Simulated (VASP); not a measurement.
Set up this calculation in VASP 6.6.1, as the native input.

```yaml
Task: single point
Functional: r2SCAN
Potentials_or_basis: VASP PAW PBE potentials, release 64 (Ti_sv, H)
Cutoff: 520 eV
k_mesh: 18 × 18 × 18
Occupations: gaussian, width 0.1 eV
Spin: no spin polarisation
Dipole_correction: no
Further_INCAR_settings: ALGO = Normal; EDIFF = 1e-06; NBANDS = 14
```

Crystal: TiH2.

```
Ti H
1.0
    -1.55795    1.55795    1.99648
     1.55795   -1.55795    1.99648
     1.55795    1.55795   -1.99648
Ti H
1 2
Direct
  0.00000 0.00000 0.00000
  0.75000 0.25000 0.50000
  0.25000 0.75000 0.50000
```

These files were run (other wordings do the same):

POSCAR

```
TiH2
1.0
   -1.5579540464      1.5579540464      1.9964762841
    1.5579540464     -1.5579540464      1.9964762841
    1.5579540464      1.5579540464     -1.9964762841
Ti H
1 2
Direct
    0.0000000000      0.0000000000      0.0000000000
    0.7500000000      0.2500000000      0.5000000000
    0.2500000000      0.7500000000      0.5000000000
```

INCAR.step1

```
SYSTEM = TiH2
PREC     = Accurate       ! precision mode
ENCUT    = 520            ! plane-wave cutoff, eV
ISMEAR   = 0              ! smearing method
SIGMA    = 0.1            ! smearing width, eV
LREAL    = .False.        ! projectors in reciprocal space
LASPH    = .True.         ! aspherical terms in the spheres
NELM     = 60             ! most SCF steps
NBANDS   = 14             ! bands
GGA      = PE             ! functional
ALGO     = Normal         ! electronic algorithm
EDIFF    = 1E-4           ! SCF threshold, eV
LWAVE    = .True.         ! write WAVECAR
LCHARG   = .False.        ! write CHGCAR
```

INCAR.step2

```
SYSTEM = TiH2
PREC     = Accurate       ! precision mode
ENCUT    = 520            ! plane-wave cutoff, eV
EDIFF    = 1E-6           ! SCF threshold, eV
ISMEAR   = 0              ! smearing method
SIGMA    = 0.1            ! smearing width, eV
LREAL    = .False.        ! projectors in reciprocal space
LASPH    = .True.         ! aspherical terms in the spheres
NELM     = 60             ! most SCF steps
ALGO     = Normal         ! electronic algorithm
ISIF     = 2              ! what is computed and relaxed
LWAVE    = .False.        ! write WAVECAR
LCHARG   = .False.        ! write CHGCAR
METAGGA  = R2SCAN         ! meta-GGA
LMIXTAU  = .True.       
NBANDS   = 14             ! bands
ISTART   = 1
```

KPOINTS

```
regular mesh
0
Gamma
  18 18 18
  0 0 0
```

Potentials or basis: VASP PAW PBE potentials, release 64 (Ti_sv, H).

Run with:

```sh
$ cat potpaw_PBE.64/Ti_sv/POTCAR potpaw_PBE.64/H/POTCAR > POTCAR
$ cp INCAR.step1 INCAR
$ mpirun -np 1 vasp_std > vasp.out
$ cp INCAR.step2 INCAR
$ mpirun -np 1 vasp_std > vasp.out
```

It gave:

```yaml
Pressure: 17.2 GPa
Band_gap_on_the_k_mesh: zero (bands 7 and 8 overlap by 0.78 eV)
```

Caveat: the cell stands under pressure; the PAW data sets were made with another functional, which shifts forces and pressure a little.

Run time: 2.3 min on 1 thread of Intel(R) Xeon(R) 6975P-C (Granite Rapids), on a shared host, peak memory 0.25 GiB.
